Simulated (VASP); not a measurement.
Wanted: the native input for a VASP 6.6.1 run.

- Task: single point
- Functional: PBE exchange alone
- Potentials or basis: VASP PAW PBE potentials, release 64 (Al)
- Cutoff: 520 eV
- k mesh: 11 × 11 × 11
- Occupations: fermi-dirac, width 0.05 eV
- Spin: no spin polarisation
- Dipole correction: no
- Further INCAR settings: ALGO = Normal; EDIFF = 1e-06; NBANDS = 8

The structure of Al lies in POSCAR:

```
Al
1.0
    0.0000000000      2.0382146954      2.0382146954
    2.0382146954      0.0000000000      2.0382146954
    2.0382146954      2.0382146954      0.0000000000
Al
1
Direct
    0.0000000000      0.0000000000      0.0000000000
```

The input as run:

INCAR

```
SYSTEM = Al
AGGAC = 0.0
ALDAC = 0.0
ALGO = Normal
EDIFF = 1E-6
ENCUT = 520
GGA = PE
ISIF = 2
ISMEAR = -1
LASPH = .True.
LCHARG = .True.
LELF = .True.
LREAL = .False.
LVHAR = .True.
LWAVE = .False.
NBANDS = 8
NELM = 80
PREC = Accurate
SIGMA = 0.05
```

KPOINTS

```
k-points
0
Gamma
  11 11 11
  0 0 0
```

Potentials or basis: VASP PAW PBE potentials, release 64 (Al).

Command:

```console
$ cat potpaw_PBE.64/Al/POTCAR > POTCAR
$ mpirun -np 1 vasp_std > vasp.out
```

It gave:

| Quantity | Value |
| --- | --- |
| Pressure | 7.6 GPa |

It took 3.4 s on 1 thread of Intel Xeon 6975P-C, with other jobs on the host, peak memory 0.13 GiB.
